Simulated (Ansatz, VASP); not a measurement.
## Li2BrF in VASP and in Ansatz

The input POSCAR:

```
Li2BrF
1.0
    3.5524599019      0.0000000000      0.0000000000
    0.0000000000      3.5524599019      0.0000000000
    0.0000000000      0.0000000000      4.8232899083
F Li Br
1 2 1
Direct
    0.0000000000      0.0000000000      0.0000000000
    0.0000000000      0.0000000000      0.5000000000
    0.5000000000      0.5000000000      0.0000000000
    0.5000000000      0.5000000000      0.5000000000
```

File INCAR.step1:

```
SYSTEM = Li2BrF
ALGO = Normal
EDIFF = 1E-5
ENCUT = 520
GGA = PE
ISIF = 2
ISMEAR = 0
LASPH = .True.
LCHARG = .False.
LREAL = .False.
LWAVE = .True.
NBANDS = 18
NELM = 100
PREC = Accurate
SIGMA = 0.01
```

The input INCAR.step2:

```
SYSTEM = Li2BrF
ALGO = Normal
EDIFF = 1E-7
ENCUT = 520
GGA = PE
HFSCREEN = 0.2079
ISIF = 2
ISMEAR = 0
ISTART = 1
LASPH = .True.
LCHARG = .False.
LHFCALC = .True.
LREAL = .False.
LWAVE = .False.
NBANDS = 18
NELM = 100
PREC = Accurate
PRECFOCK = Normal
SIGMA = 0.01
```

The input KPOINTS:

```
k-points
0
Gamma
  4 4 2
  0 0 0
```

Input for Ansatz:

```yaml
crystal:
  lattice:
    - [3.5524599019, 0.0, 0.0]
    - [0.0, 3.5524599019, 0.0]
    - [0.0, 0.0, 4.8232899083]
  atoms:
    - { symbol: F, position: [0.0, 0.0, 0.0] }
    - { symbol: Li, position: [0.0, 0.0, 0.5] }
    - { symbol: Br, position: [0.5, 0.5, 0.5] }
    - { symbol: Li, position: [0.5, 0.5, 0.0] }
kpoints:
  mp_grid: { grid: [4, 4, 2] }
hamiltonian:
  xc: hse06
scf:
  occupations: { method: fixed }
  n_extra_bands: 5
output:
  forces: true
  stress: true
  eigenvalues: true
```

Alike in both runs: task single point; functional HSE06; k mesh 4 × 4 × 2; no spin polarisation.

```csv
,VASP,Ansatz
version,VASP 6.6.1,Ansatz 0.2.0
potentials or method,"VASP PAW PBE potentials, release 64 (F, Li_sv, Br)","plane waves, PAW"
plane-wave cutoff (eV),520,420
occupations,"gaussian, width 0.01 eV",fixed
valence electrons in the cell,20,20
```

VASP gave:

| Property | Result |
| --- | --- |
| gap on the k mesh at the Fermi level (eV) | 6.80 |

Q: Which values does Ansatz return?

A: gap on the k mesh at the Fermi level (eV): 6.79.

Ansatz's warnings: stress exchange threshold loose, stress scf threshold loose.

The k mesh is coarse, so the values compare programs but aren't converged. Noted on VASP's run: the cutoff is under 1.25 times that of the potentials, so the pressure is a little rough.
